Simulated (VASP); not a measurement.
Write the native input for VASP 6.6.1 that does the following.

| Property | Result |
| --- | --- |
| Task | single point |
| Functional | PBE |
| Potentials or basis | VASP PAW PBE potentials, release 64 (Mo_sv) |
| Cutoff | 520 eV |
| k mesh | 12 × 12 × 12 |
| Occupations | gaussian, width 0.1 eV |
| Spin | no spin polarisation |
| Dipole correction | no |
| Further INCAR settings | ALGO = Fast; EDIFF = 1e-06; NBANDS = 28 |

The structure of Mo lies in POSCAR:

```
Mo
1.0
    3.8028377397      0.0000000000      0.0000000000
    0.0000000000      3.8028377397      0.0000000000
    0.0000000000      0.0000000000      3.8028377397
Mo
3
Direct
    0.0000000000      0.5000000000      0.5000000000
    0.5000000000      0.0000000000      0.5000000000
    0.5000000000      0.5000000000      0.0000000000
```

One way to write it, as run:

INCAR

```
SYSTEM = Mo
PREC     = Accurate       ! precision mode
ENCUT    = 520            ! plane-wave cutoff, eV
EDIFF    = 1E-6           ! SCF threshold, eV
ISMEAR   = 0              ! smearing method
SIGMA    = 0.1            ! smearing width, eV
LREAL    = .FALSE.        ! projectors in reciprocal space
LASPH    = .TRUE.         ! aspherical terms in the spheres
NELM     = 100            ! most SCF steps
ALGO     = Fast           ! electronic algorithm
ISIF     = 2              ! what is computed and relaxed
LWAVE    = .FALSE.        ! write WAVECAR
LCHARG   = .FALSE.        ! write CHGCAR
GGA      = PE             ! functional
NBANDS   = 28             ! bands
```

KPOINTS

```
Automatic mesh
0
G
  12 12 12
  0 0 0
```

Potentials or basis: VASP PAW PBE potentials, release 64 (Mo_sv).

Run with:

```bash
$ cat potpaw_PBE.64/Mo_sv/POTCAR > POTCAR
$ mpirun -np 1 vasp_std > vasp.out
```

It gave:

- Pressure: 0.4 GPa
- Band gap on the k mesh: zero (band 21 reaches 11.29 eV, above the bottom of band 22 at 9.09 eV)

Wall time 89 s on 1 thread of Intel(R) Xeon(R) Platinum 8259CL CPU @ 2.50GHz (Skylake/Cascade Lake), on a shared host, peak memory 0.21 GiB.
